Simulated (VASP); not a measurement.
Wanted: the native input for a VASP 6.6.1 run.

```yaml
Task: single point
Functional: LDA
Potentials_or_basis: VASP PAW LDA potentials, release 64 (Bi_d)
Cutoff: 520 eV
k_mesh: 9 × 9 × 9
Occupations: gaussian, width 0.01 eV
Spin: no spin polarisation
Dipole_correction: no
Further_INCAR_settings: ALGO = Normal; EDIFF = 1e-06; NBANDS = 22
```

The structure of Bi lies in POSCAR:

```
Bi
1.0
    2.2451514826      1.2962388128      3.8388382945
   -2.2451514826      1.2962388128      3.8388382945
    0.0000000000     -2.5924776257      3.8388382945
Bi
2
Direct
    0.2371145469      0.2371145469      0.2371145469
    0.7628854531      0.7628854531      0.7628854531
```

These files were run (other wordings do the same):

INCAR

```
SYSTEM = Bi
PREC     = Accurate       ! precision mode
ENCUT    = 520            ! plane-wave cutoff, eV
EDIFF    = 1E-6           ! SCF threshold, eV
ISMEAR   = 0              ! smearing method
SIGMA    = 0.01           ! smearing width, eV
LREAL    = .False.        ! projectors in reciprocal space
LASPH    = .True.         ! aspherical terms in the spheres
NELM     = 100            ! most SCF steps
ALGO     = Normal         ! electronic algorithm
ISIF     = 2              ! what is computed and relaxed
LWAVE    = .False.        ! write WAVECAR
LCHARG   = .True.         ! write CHGCAR
LELF     = .True.         ! ELF
LVHAR    = .True.       
NBANDS   = 22             ! bands
```

KPOINTS

```
regular mesh
0
Gamma
  9 9 9
  0 0 0
```

Potentials or basis: VASP PAW LDA potentials, release 64 (Bi_d).

The run is started by

```console
$ cat potpaw_LDA.64/Bi_d/POTCAR > POTCAR
$ mpirun -np 1 vasp_std > vasp.out
```

Results of the run:

```yaml
Pressure: 0.1 GPa
Largest_force: 0.012 eV/Å
Band_gap_on_the_k_mesh: zero (bands 15 and 16 overlap by 0.03 eV)
```

Caveat: spin-orbit coupling is left out, which moves the levels of the heavy elements.

Run time: 100 s on 1 thread of Intel Xeon 8259CL, on a shared host, peak memory 0.23 GiB.
